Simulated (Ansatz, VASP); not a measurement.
One calculation of MnO2, two programs

```
Mn O
1.0
     4.39830    0.00000    0.00000
     0.00000    4.39830    0.00000
     0.00000    0.00000    2.87300
Mn O
2 4
Direct
  0.00000 0.00000 0.00000
  0.50000 0.50000 0.50000
  0.30515 0.30515 0.00000
  0.19485 0.80515 0.50000
  0.69485 0.69485 0.00000
  0.80515 0.19485 0.50000
```

Alike in both runs: task single point; functional PBE; k mesh 5 × 5 × 7; occupations gaussian, width 0.1 eV; collinear spin; Hubbard terms Mn d U = 6.3 eV.

|  | VASP | Ansatz |
| --- | --- | --- |
| version | VASP 6.6.1 | Ansatz 0.2.0 |
| potentials or method | VASP PAW PBE potentials, release 64 (Mn_pv, O), cutoff 600 eV | PAW, plane waves, scalar-relativistic |
| valence electrons in the cell | 50 | 54 |

```tsv
	VASP	Ansatz	Ansatz less VASP
pressure (GPa)	14.3	13.5	-0.78
traceless stress, the component that is largest in VASP (GPa)	4.74	5.37	+0.628
rms of the force components (eV/Å)	0.065	0.051	-0.0135
net moment per atom (μB)	0.00	0.00	0.000
size of the moment on the site where the two differ most (μB)	3.15	2.76	-0.392
```

Site moments also hang on the region over which each program counts them. The programs project onto different local orbitals, so the same U acts differently, and such runs can settle in different states. Atom by atom the forces differ by 0.014 eV/Å (rms over components). VASP's potentials hold 50 valence electrons a cell and Ansatz's 54, so a difference there can come from the potentials and not from the codes.
